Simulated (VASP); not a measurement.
ScV2WS2: single point with PBE

ScV2WS2:

```
Sc V W S
1.0
     4.11985    0.00000    0.00000
    -2.05992    3.56789    0.00000
     0.00000    0.00000   12.25364
Sc V W S
2 4 2 4
Direct
  0.00000 0.00000 0.25000
  0.00000 0.00000 0.75000
  0.66667 0.33333 0.42482
  0.66667 0.33333 0.92482
  0.33333 0.66667 0.07518
  0.33333 0.66667 0.57518
  0.00000 0.00000 0.50000
  0.00000 0.00000 0.00000
  0.66667 0.33333 0.12690
  0.66667 0.33333 0.62690
  0.33333 0.66667 0.37310
  0.33333 0.66667 0.87310
```

```
Program                : VASP 6.6.1
Task                   : single point
Functional             : PBE
Potentials or basis    : VASP PAW PBE potentials, release 64 (Sc_sv, V_sv, W_sv, S)
Cutoff                 : 520 eV
k mesh                 : 6 × 6 × 2
Occupations            : gaussian, width 0.2 eV
Spin                   : no spin polarisation
Dipole correction      : no
Further INCAR settings : ALGO = Normal; EDIFF = 1e-06; NBANDS = 75
```

```
Pressure               : 0.5 GPa
Largest force          : 0.028 eV/Å
Band gap on the k mesh : zero (bands 63 and 64 overlap by 0.56 eV)
```

Forces in eV/Å, atoms in the order of the input:
```
Sc   0.000  0.000  0.000
Sc   0.000  0.000  0.000
V    0.000  0.000 -0.003
V    0.000  0.000 -0.003
V    0.000  0.000  0.003
V    0.000  0.000  0.003
W    0.000  0.000  0.000
W    0.000  0.000  0.000
S    0.000  0.000  0.028
S    0.000  0.000  0.028
S    0.000  0.000 -0.028
S    0.000  0.000 -0.028
```

Stress tensor (GPa, compression positive):
```
0.64 0.00 0.00
0.00 0.64 0.00
0.00 0.00 0.35
```

Levels at points of the mesh, in eV from the Fermi level:
```
           k point  band 60  band 61  band 62  band 63  band 64  band 65  band 66  band 67
(0.00, 0.00, 0.00)    -0.85    -0.85    -0.23     0.20     0.35     0.35     0.46     0.46
(0.50, 0.00, 0.00)    -0.30    -0.23    -0.18    -0.14    -0.09     0.20     0.38     0.46
(0.00, 0.00, 0.50)    -0.14    -0.14    -0.14    -0.04    -0.04     0.31     0.31     0.50
(0.50, 0.00, 0.50)    -0.29    -0.23    -0.23    -0.18    -0.18     0.31     0.31     0.53
```

Wall time 3.3 min on 1 thread of Intel(R) Xeon(R) Platinum 8488C (Sapphire Rapids) (shared host), peak memory 0.4 GiB.

Caveat: spin-orbit coupling is left out, which moves the levels of the heavy elements; the run has no spin polarisation, though such a crystal can be magnetic. With open d or f shells a metallic result of PBE can be an artefact of self-interaction; +U or a hybrid may open a gap.
